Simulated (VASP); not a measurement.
# Ta2TiSi3 (P-4m2) in VASP: relaxation of cell and atoms with PBE

Aim: the relaxation of cell and atoms of Ta2TiSi3 with PBE.

All numbers are computed with VASP 6.6.1; they aren't measurements. Logs are shortened: lines on timing, memory, paths and dates and some standing lists are left out, and cuts for length are marked.

### Step 1. The cell of the first run

Symmetry: P-4m2, No. 115, tetragonal system. The conventional cell has a = 3.580 Å, b = 3.580 Å, c = 7.803 Å, α = 90.00°, β = 90.00°, γ = 90.00°. Ti (site symmetry -4m2) has 4 Si at 2.53 Å and 4 Ta at 2.75 Å within 3.3 Å. Ta (site symmetry 2mm) has 7 Si at 2.68 to 2.75 Å and 2 Ti at 2.75 Å and 4 Ta at 3.58 Å within 3.6 Å. Si (site symmetry 2mm) has 5 Ta at 2.68 to 2.74 Å and 10 Si at 3.13 to 3.58 Å and 2 Ti at 3.47 Å within 3.6 Å. Within 3.3 Å of Si (site symmetry -4m2) lie 4 Ti at 2.53 Å and 4 Ta at 2.75 Å.

The cell was generated, and may not be a known phase.

### Step 2. Relaxation of cell and atoms, PBE

The input, INCAR:

```
PREC = Accurate ; ENCUT = 600
EDIFF = 1E-6 ; ISMEAR = 0
SIGMA = 0.1 ; LREAL = False
LASPH = True ; NELM = 100
ALGO = Normal ; ISIF = 3
LWAVE = False ; LCHARG = False
GGA = PE ; IBRION = 2
NSW = 100 ; EDIFFG = -0.01
```

The input, KPOINTS:

```
regular mesh
0
Gamma
  10 10 6
```

The input, POSCAR:

```
Ta2TiSi3
1.0
    3.5801516781      0.0000000000      0.0000000000
    0.0000000000      3.5801516781      0.0000000000
    0.0000000000      0.0000000000      7.8029910696
Ti Ta Si
1 2 3
Direct
    0.0000000000      0.0000000000      0.0000000000
    0.0000000000      0.5000000000      0.7327087024
    0.5000000000      0.0000000000      0.2672912976
    0.0000000000      0.5000000000      0.3815596536
    0.5000000000      0.0000000000      0.6184403464
    0.5000000000      0.5000000000      0.0000000000
```

Potentials or basis: VASP PAW PBE potentials, release 64 (Ti_sv, Ta_pv, Si).

Started as:

```
cat potpaw_PBE.64/Ti_sv/POTCAR potpaw_PBE.64/Ta_pv/POTCAR potpaw_PBE.64/Si/POTCAR > POTCAR
mpirun -np 1 vasp_std > vasp.out
```

OUTCAR:

```text
PREC = Accurate
   ENCUT = 600
   EDIFF = 1E-6
   ISMEAR = 0
   LREAL = False
   LASPH = True
   NELM = 100
   ISIF = 3
   GGA = PE
   IBRION = 2
   NSW = 100
   EDIFFG = -0.01

 ion  position               nearest neighbor table
   1  0.000  0.000  0.000-   6 2.53   6 2.53   6 2.53   6 2.53   3 2.75   3 2.75   2 2.75   2 2.75

   2  0.000  0.500  0.733-   5 2.68   5 2.68   5 2.68   5 2.68   4 2.74   1 2.75   6 2.75   6 2.75
                             1 2.75
   3  0.500  0.000  0.267-   4 2.68   4 2.68   4 2.68   4 2.68   5 2.74   6 2.75   1 2.75   6 2.75
                             1 2.75
   4  0.000  0.500  0.382-   3 2.68   3 2.68   3 2.68   3 2.68   2 2.74   5 3.13   5 3.13   5 3.13
                             5 3.13
   5  0.500  0.000  0.618-   2 2.68   2 2.68   2 2.68   2 2.68   3 2.74   4 3.13   4 3.13   4 3.13
                             4 3.13
   6  0.500  0.500  0.000-   1 2.53   1 2.53   1 2.53   1 2.53   3 2.75   3 2.75   2 2.75   2 2.75

  LATTYP: Found a simple tetragonal cell.
 ALAT       =     3.5801516781
 C/A-ratio  =     2.1795141020

  Lattice vectors:

 A1 = (   3.5801516781,   0.0000000000,   0.0000000000)
 A2 = (   0.0000000000,   3.5801516781,   0.0000000000)
 A3 = (   0.0000000000,   0.0000000000,   7.8029910696)

Analysis of symmetry for initial positions (statically):
=====================================================================
 Subroutine PRICEL returns:
 Original cell was already a primitive cell.

 Routine SETGRP: Setting up the symmetry group for a
 simple tetragonal supercell.

 Subroutine GETGRP returns: Found  8 space group operations
 (whereof  8 operations were pure point group operations)
 out of a pool of 16 trial point group operations.

The static configuration has the point symmetry D_2d.

Analysis of symmetry for dynamics (positions and initial velocities):
=====================================================================
 Subroutine PRICEL returns:
 Original cell was already a primitive cell.

 Routine SETGRP: Setting up the symmetry group for a
 simple tetragonal supercell.

 Subroutine GETGRP returns: Found  8 space group operations
 (whereof  8 operations were pure point group operations)
 out of a pool of 16 trial point group operations.

The dynamic configuration has the point symmetry D_2d.

 Subroutine INISYM returns: Found  8 space group operations
 (whereof  8 operations are pure point group operations),
 and found     1 'primitive' translations

----------------------------------------------------------------------------------------

                                     Primitive cell

  volume of cell :     100.0147

  direct lattice vectors                    reciprocal lattice vectors
     3.580151678  0.000000000  0.000000000     0.279317775  0.000000000  0.000000000
     0.000000000  3.580151678  0.000000000     0.000000000  0.279317775  0.000000000
     0.000000000  0.000000000  7.802991070     0.000000000  0.000000000  0.128155984

  length of vectors
     3.580151678  3.580151678  7.802991070     0.279317775  0.279317775  0.128155984

  position of ions in fractional coordinates (direct lattice)
     0.000000000  0.000000000  0.000000000
     0.000000000  0.500000000  0.732708702
     0.500000000  0.000000000  0.267291298
     0.000000000  0.500000000  0.381559654
     0.500000000  0.000000000  0.618440346
     0.500000000  0.500000000  0.000000000

  ion indices of the primitive-cell ions
   primitive index   ion index
                 1           1
                 2           2
                 3           3
                 4           4
                 5           5
                 6           6

----------------------------------------------------------------------------------------

 KPOINTS: regular mesh

Automatic generation of k-mesh.
 Grid dimensions read from file:
 generate k-points for:   10   10    6

 Generating k-lattice:

  Cartesian coordinates                     Fractional coordinates (reciprocal lattice)
     0.027931777  0.000000000  0.000000000     0.100000000  0.000000000  0.000000000
     0.000000000  0.027931777  0.000000000     0.000000000  0.100000000  0.000000000
     0.000000000  0.000000000  0.021359331     0.000000000  0.000000000  0.166666667

  Length of vectors
     0.027931777  0.027931777  0.021359331

  Shift w.r.t. Gamma in fractional coordinates (k-lattice)
     0.000000000  0.000000000  0.000000000

 Subroutine IBZKPT returns following result:
 ===========================================

 Found     84 irreducible k-points:

 Following reciprocal coordinates:
            Coordinates               Weight
  0.000000  0.000000  0.000000      1.000000
  0.100000  0.000000  0.000000      4.000000
  0.200000  0.000000  0.000000      4.000000
  0.300000  0.000000  0.000000      4.000000
  0.400000  0.000000  0.000000      4.000000
  0.500000  0.000000  0.000000      2.000000
[... 16 lines left out ...]
  0.100000  0.000000  0.166667      8.000000
  0.200000  0.000000  0.166667      8.000000
 [... further k-points ...]
   k-points           NKPTS =     84   k-points in BZ     NKDIM =     84   number of bands    NBANDS=     27
   number of dos      NEDOS =    301   number of ions     NIONS =      6
   total plane-waves  NPLWV =  57600
   dimension x,y,z NGX =    30 NGY =   30 NGZ =   64
   dimension x,y,z NGXF=    60 NGYF=   60 NGZF=  128
   ions per type =               1   2   3
   NGX,Y,Z   is equivalent  to a cutoff of  13.93, 13.93, 13.64 a.u.
   NGXF,Y,Z  is equivalent  to a cutoff of  27.86, 27.86, 27.27 a.u.
 SYSTEM =  unknown system
   PREC   = accura    normal or accurate (medium, high low for compatibility)
   ISTART =      0    job   : 0-new  1-cont  2-samecut
   ICHARG =      2    charge: 1-file 2-atom 10-const
   ISPIN  =      1    spin polarized calculation?
   LNONCOLLINEAR =      F non collinear calculations
   LSORBIT =      F    spin-orbit coupling
   LASPH  =      T    aspherical Exc in radial PAW
   ENCUT  =  600.0 eV  44.10 Ry    6.64 a.u.   7.15  7.15 15.58*2*pi/ulx,y,z
   NELM   =    100;   NELMIN=  2; NELMDL= -5     # of ELM steps
   EDIFF  = 0.1E-05   stopping-criterion for ELM
   LREAL  =      F    real-space projection
   EDIFFG = -.1E-01   stopping-criterion for IOM
   NSW    =    100    number of steps for IOM
   IBRION =      2    ionic relax: 0-MD 1-quasi-New 2-CG
   NFREE  =      1    steps in history (QN), initial steepest desc. (CG)
   ISIF   =      3    stress and relaxation
   ISYM   =      2    0-nonsym 1-usesym 2-fastsym
   POTIM  = 0.5000    time-step for ionic-motion
   TEBEG  =    0.0;   TEEND  =   0.0 temperature during run
   PSTRESS=    0.0 pullay stress
   NELECT =      46.0000    total number of electrons
   NUPDOWN=      -1.0000    fix difference up-down
   EMIN   =  10.00;   EMAX   =-10.00  energy-range for DOS
   EFERMI =   0.00;   METHOD = LEGACY
   ISMEAR =     0;   SIGMA  =   0.10  broadening in eV -4-tet -1-fermi 0-gaus
   EFERMI_NEDOS =   21; number of points for ismear=-14 and -15
   IALGO  =     38    algorithm
   IMIX   =      4    mixing-type and parameters
     AMIX     =   0.40;   BMIX     =  1.00
     AMIX_MAG =   1.60;   BMIX_MAG =  1.00
  volume/ion in A,a.u.               =      16.67       112.49
  Fermi-wavevector in a.u.,A,eV,Ry     =   1.263687  2.388022 21.727203  1.596904
  Thomas-Fermi vector in A             =   2.397031
   LORBIT       =      0    0 simple, 1 ext, 2 COOP (PROOUT), +10 PAW based schemes
   GGA     = PE    functional components
   LHFCALC =     F    Hartree Fock is set to
   AEXX    =    0.0000 exact exchange contribution
   IVDW    =     0    specifies the selected vdW correction
   LEPSILON=     F    determine dielectric tensor
   LRPA    =     F    only Hartree local field effects (RPA)
 conjugate gradient relaxation of ions
 non-spin polarized calculation
 Gauss-broadening in eV      SIGMA  =   0.10
  energy-cutoff  :      600.00
  volume of cell :      100.01
 maximum number of plane-waves:      3364
 NGX is ok and might be reduce to    30
   NGX = 15   NGY = 15   NGZ = 31

--------------------------------------- Ionic step        1  -------------------------------------------

 number of electron      45.9999999 magnetization

 Free energy of the ion-electron system (eV)
  ---------------------------------------------------
  ext. energy  EPLUGINS =         0.00000000
  ---------------------------------------------------
  free energy    TOTEN  =       -48.17487060 eV

  energy without entropy =      -48.15340168  energy(sigma->0) =      -48.16413614

------------------------ aborting loop because EDIFF is reached ----------------------------------------

  FORCE on cell =-STRESS in cart. coord.  units (eV):
  Direction    XX          YY          ZZ          XY          YZ          ZX
  --------------------------------------------------------------------------------------
  -------------------------------------------------------------------------------------
  Total        0.0806296      0.0806296     -0.1075473      0.0000000      0.0000000      0.0000000
  in kB        1.2916394      1.2916394     -1.7228445      0.0000000      0.0000000      0.0000000
  external PRESSURE =       0.2868114 kB  Pullay stress =       0.0000000 kB
[... 101 lines left out ...]
  FREE ENERGIE OF THE ION-ELECTRON SYSTEM (eV)
  ---------------------------------------------------
  free  energy   TOTEN  =       -48.1884525862 eV

  energy  without entropy=      -48.1670051062  energy(sigma->0) =      -48.17772885

[... ionic steps 4 to 41 ...]

--------------------------------------- Ionic step       42  -------------------------------------------

 number of electron      46.0000001 magnetization

------------------------ aborting loop because EDIFF is reached ----------------------------------------

  FORCE on cell =-STRESS in cart. coord.  units (eV):
  Direction    XX          YY          ZZ          XY          YZ          ZX
  --------------------------------------------------------------------------------------
  -------------------------------------------------------------------------------------
  Total        0.0296918      0.0296918     -0.0585029      0.0000000      0.0000000      0.0000000
  in kB        0.5206782      0.5206782     -1.0259116      0.0000000      0.0000000      0.0000000
  external PRESSURE =       0.0051483 kB  Pullay stress =       0.0000000 kB
[... 65 lines left out ...]
  energy  without entropy=      -50.9745019539  energy(sigma->0) =      -50.97771757

--------------------------------------- Ionic step       44  -------------------------------------------

 number of electron      46.0000001 magnetization

 Free energy of the ion-electron system (eV)
  ---------------------------------------------------
  ext. energy  EPLUGINS =         0.00000000
  ---------------------------------------------------
  free energy    TOTEN  =       -50.98094522 eV

  energy without entropy =      -50.97451792  energy(sigma->0) =      -50.97773157

 E-fermi :   8.7628     XC(G=0): -12.0254

 val. band max:        8.7548607771   @ k =   0.5000   0.0000   0.3333
 cond. band min:       8.7703119665   @ k =   0.1000   0.1000   0.0000
 fundamental gap:      0.0154511894
 Fermi energy:         8.7628412271

 k-point     1 :       0.0000    0.0000    0.0000
  band No.  band energies     occupation
      1     -47.7148      2.00000
      2     -25.8546      2.00000
      3     -25.8178      2.00000
      4     -25.8178      2.00000
      5     -25.6427      2.00000
      6     -25.6094      2.00000
[... 709 lines left out ...]
     26       9.6637      0.00000
     27      10.1340      0.00000

 [... further k-points ...]

------------------------ aborting loop because EDIFF is reached ----------------------------------------

  FORCE on cell =-STRESS in cart. coord.  units (eV):
  Direction    XX          YY          ZZ          XY          YZ          ZX
  --------------------------------------------------------------------------------------
  -------------------------------------------------------------------------------------
  Total        0.0025662      0.0025662      0.0103289      0.0000000      0.0000000      0.0000000
  in kB        0.0450119      0.0450119      0.1811723      0.0000000      0.0000000      0.0000000
  external PRESSURE =       0.0903987 kB  Pullay stress =       0.0000000 kB
[... 21 lines left out ...]
  FREE ENERGIE OF THE ION-ELECTRON SYSTEM (eV)
  ---------------------------------------------------
  free  energy   TOTEN  =       -50.9809452221 eV

  energy  without entropy=      -50.9745179239  energy(sigma->0) =      -50.97773157

 reached required accuracy - stopping structural energy minimisation
```

Wall time 67 min (1 thread of Intel Xeon 6975P-C (Granite Rapids), shared host); peak memory 0.46 GiB.

What came out:

* Free energy: -50.9809 eV
* Relaxed volume: 15.22 Å³/atom
* Relaxed cell: a = 3.512 Å, b = 3.512 Å, c = 7.405 Å, α = 90.00°, β = 90.00°, γ = 90.00°
* Space group after relaxing (to 0.1 Å): P-4m2 (No. 115)
* Energy gained by relaxing: 467.7 meV/atom
* Ionic steps: 44
* Pressure after relaxing: 0.0 GPa
* Largest force after relaxing: 0.006 eV/Å
* Band gap on the k mesh: zero (bands 23 and 24 overlap by 0.35 eV)

Forces in eV/Å, atoms in the order of the input:
```
Ti   0.000  0.000  0.000
Ta   0.000  0.000  0.002
Ta   0.000  0.000 -0.002
Si   0.000  0.000  0.006
Si   0.000  0.000 -0.006
Si   0.000  0.000  0.000
```

The path:
```csv
step,energy change (eV),largest force (eV/Å),pressure (GPa),volume (Å³)
1,0.0000,0.1695,0.03,100.01
3,-0.0136,0.1660,-0.13,100.19
5,-0.1004,0.2703,-1.35,100.93
7,-1.0573,1.2224,-13.67,103.43
9,-1.0577,1.2220,-13.67,103.43
11,-1.0595,1.2214,-13.73,103.43
13,-1.0631,1.2189,-14.04,103.45
15,-1.0728,1.2257,-13.96,103.35
17,-1.1158,1.2563,-13.54,102.89
19,-1.2753,1.3771,-11.79,101.09
21,-1.6857,1.8365,-2.85,94.08
23,-1.7250,1.9960,1.53,91.51
25,-1.9304,1.6559,1.93,90.72
27,-1.8360,2.2533,11.24,87.24
29,-2.2846,0.4975,0.87,90.78
31,-2.5061,0.6950,-4.86,94.12
33,-2.7239,0.8704,-0.62,92.49
35,-2.7575,0.7237,-0.34,92.09
37,-2.7948,0.2934,1.84,90.64
39,-2.8048,0.1289,-0.26,91.56
41,-2.8059,0.0187,0.03,91.36
43,-2.8061,0.0140,-0.03,91.37
44,-2.8061,0.0063,0.01,91.34
```

Final structure:
```xyz
6
Lattice="3.5122 0.0000 0.0000 0.0000 3.5122 0.0000 0.0000 0.0000 7.4048" Properties=species:S:1:pos:R:3 pbc="T T T"
Ti    0.0000    0.0000    0.0000
Ta    0.0000    1.7561    4.6094
Ta    1.7561    0.0000    2.7954
Si    0.0000    1.7561    1.9373
Si    1.7561    0.0000    5.4676
Si    1.7561    1.7561    0.0000
```

Levels at points of the mesh, in eV from the Fermi level:
| k point | band 20 | band 21 | band 22 | band 23 | band 24 | band 25 | band 26 | band 27 |
| --- | --- | --- | --- | --- | --- | --- | --- | --- |
| (0.00, 0.00, 0.00) | -1.42 | -1.42 | -1.02 | 0.06 | 0.62 | 0.62 | 0.74 | 1.69 |
| (0.50, 0.00, 0.00) | -1.95 | -1.90 | -1.12 | -0.23 | 0.91 | 1.44 | 1.86 | 2.01 |
| (0.50, 0.50, 0.00) | -2.63 | -1.96 | -1.94 | -1.50 | 1.88 | 2.15 | 2.44 | 2.44 |
| (0.00, 0.00, 0.50) | -1.44 | -1.44 | -0.75 | 0.22 | 0.48 | 0.64 | 0.64 | 2.16 |
| (0.50, 0.00, 0.50) | -1.93 | -1.51 | -0.51 | 0.04 | 0.07 | 1.37 | 1.62 | 1.75 |
| (0.50, 0.50, 0.50) | -1.96 | -1.93 | -1.73 | -1.73 | 1.86 | 2.17 | 2.33 | 2.33 |

Caveat: spin-orbit coupling is left out, which moves the levels of the heavy elements.
